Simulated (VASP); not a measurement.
Wanted: the native input for a VASP 6.6.1 run.

```yaml
Task: single point
Functional: PBE
Potentials_or_basis: VASP PAW PBE potentials, release 64 (Zr_sv, Si)
Cutoff: 500 eV
k_mesh: 4 × 4 × 3
Occupations: gaussian, width 0.2 eV
Spin: no spin polarisation
Dipole_correction: no
Further_INCAR_settings: ALGO = Normal; EDIFF = 1e-06; NBANDS = 39
```

The structure of Zr4Si3 lies in POSCAR:

```
Zr4Si3
1.0
    5.3185658814      0.0000000000      0.0000000000
   -2.6592829407      4.6060131650      0.0000000000
    0.0000000000      0.0000000000      5.1965646611
Zr Si
4 3
Direct
    0.0000000000      0.0000000000      0.2587622439
    0.0000000000      0.0000000000      0.7412377561
    0.3333333333      0.6666666667      0.5000000000
    0.6666666667      0.3333333333      0.5000000000
    0.5000000000      0.0000000000      0.0000000000
    0.0000000000      0.5000000000      0.0000000000
    0.5000000000      0.5000000000      0.0000000000
```

One way to write it, as run:

INCAR

```
SYSTEM = Zr4Si3
PREC = Accurate
ENCUT = 500
EDIFF = 1E-6
ISMEAR = 0
SIGMA = 0.2
LREAL = .FALSE.
LASPH = .TRUE.
NELM = 120
ALGO = Normal
ISIF = 2
LWAVE = .FALSE.
LCHARG = .FALSE.
GGA = PE
NBANDS = 39
GGA_COMPAT = .FALSE.
```

KPOINTS

```
Automatic mesh
0
G
  4 4 3
  0 0 0
```

Potentials or basis: VASP PAW PBE potentials, release 64 (Zr_sv, Si).

Launch:

```sh
$ cat potpaw_PBE.64/Zr_sv/POTCAR potpaw_PBE.64/Si/POTCAR > POTCAR
$ mpirun -np 1 vasp_std > vasp.out
```

It gave:

The pressure is 0.1 GPa and the largest force is 0.025 eV/Å. The band gap on the k mesh is zero (band 30 reaches 11.11 eV, above the bottom of band 31 at 10.07 eV).

Caveat: the k points lie up to 0.40 Å⁻¹ apart.

It took 94 s on 1 thread of Intel Xeon 8259CL, with other jobs on the host, peak memory 0.25 GiB.
